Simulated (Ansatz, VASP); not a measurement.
## SiC4: VASP beside Ansatz

```xyz
5
Lattice="-3.3553 3.3553 1.2458 3.3553 -3.3553 1.2458 3.3553 3.3553 -1.2458" Properties=species:S:1:pos:R:3 pbc="T T T"
Si    0.0000    0.0000    0.0000
C     1.4719    1.4719    1.2458
C    -1.4719    1.4719    1.2458
C     1.4719   -1.4719    1.2458
C     1.8834    1.8834    0.0000
```

Change from the starting cell: species swapped into the MnAu4 type (I4/m, No. 87).

Alike in both runs: task relaxation of cell and atoms; functional PBE; k mesh 16 × 16 × 16; occupations gaussian, width 0.1 eV; no spin polarisation.

```csv
,VASP,Ansatz
version,VASP 6.6.1,Ansatz 0.2.0
potentials or method,"VASP PAW PBE potentials, release 64 (Si, C), cutoff 600 eV","scalar-relativistic, plane waves, PAW"
valence electrons in the cell,20,20
```

VASP gave:

```
gap on the k mesh at the Fermi level, each at its own relaxed structure (eV) : none
relaxed volume (Å³/atom)                                                     : 11.81
relaxed length of the cell vector where the two differ most in proportion (Å)              : 5.026
```

Task: Estimate Ansatz's values.

Result: gap on the k mesh at the Fermi level, each at its own relaxed structure (eV): none; relaxed volume (Å³/atom): 11.86; relaxed length of the cell vector where the two differ most in proportion (Å): 5.036.

A gap of «none» marks a metal or a gap that the smearing closes.
